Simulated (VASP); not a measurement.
Wanted: the native input for a VASP 6.6.1 run.

| Quantity | Value |
| --- | --- |
| Task | single point |
| Functional | r2SCAN |
| Potentials or basis | VASP PAW PBE potentials, release 64 (Hf_pv, O) |
| Cutoff | 520 eV |
| k mesh | 10 × 10 × 10 |
| Occupations | fermi-dirac, width 0.02 eV |
| Spin | no spin polarisation |
| Dipole correction | no |
| Further INCAR settings | ALGO = Normal; EDIFF = 1e-07; NBANDS = 18 |

The system is HfO2.

```xyz
3
Lattice="0.0000 2.5294 2.5294 2.5294 0.0000 2.5294 2.5294 2.5294 0.0000" Properties=species:S:1:pos:R:3 pbc="T T T"
Hf    0.0000    0.0000    0.0000
O     1.2647    1.2647    1.2647
O     3.7941    3.7941    3.7941
```

The input as run:

POSCAR

```
HfO2
1.0
    0.0000000000      2.5293941600      2.5293941600
    2.5293941600      0.0000000000      2.5293941600
    2.5293941600      2.5293941600      0.0000000000
Hf O
1 2
Direct
    0.0000000000      0.0000000000      0.0000000000
    0.2500000000      0.2500000000      0.2500000000
    0.7500000000      0.7500000000      0.7500000000
```

INCAR.step1

```
SYSTEM = HfO2
ALGO = Normal
EDIFF = 1E-4
ENCUT = 520
GGA = PE
ISMEAR = -1
LASPH = .TRUE.
LCHARG = .FALSE.
LREAL = .FALSE.
LWAVE = .TRUE.
NBANDS = 18
NELM = 80
PREC = Accurate
SIGMA = 0.02
```

INCAR.step2

```
SYSTEM = HfO2
ALGO = Normal
EDIFF = 1E-7
ENCUT = 520
ISIF = 2
ISMEAR = -1
ISTART = 1
LASPH = .TRUE.
LCHARG = .FALSE.
LMIXTAU = .TRUE.
LREAL = .FALSE.
LWAVE = .FALSE.
METAGGA = R2SCAN
NBANDS = 18
NELM = 80
PREC = Accurate
SIGMA = 0.02
```

KPOINTS

```
k-points
0
G
  10 10 10
  0 0 0
```

Potentials or basis: VASP PAW PBE potentials, release 64 (Hf_pv, O).

Run with:

```bash
$ cat potpaw_PBE.64/Hf_pv/POTCAR potpaw_PBE.64/O/POTCAR > POTCAR
$ cp INCAR.step1 INCAR
$ mpirun -np 1 vasp_std > vasp.out
$ cp INCAR.step2 INCAR
$ mpirun -np 1 vasp_std > vasp.out
```

Results of the run:

| Quantity | Value |
| --- | --- |
| Pressure | -4.0 GPa |
| Band gap on the k mesh | 4.31 eV, direct |

Caveat: the PAW data sets were made with another functional, which shifts forces and pressure a little; spin-orbit coupling is left out, which moves the levels of the heavy elements.

It took 110 s on 1 thread of Intel(R) Xeon(R) Platinum 8488C (Sapphire Rapids), with other jobs on the host, peak memory 0.18 GiB.
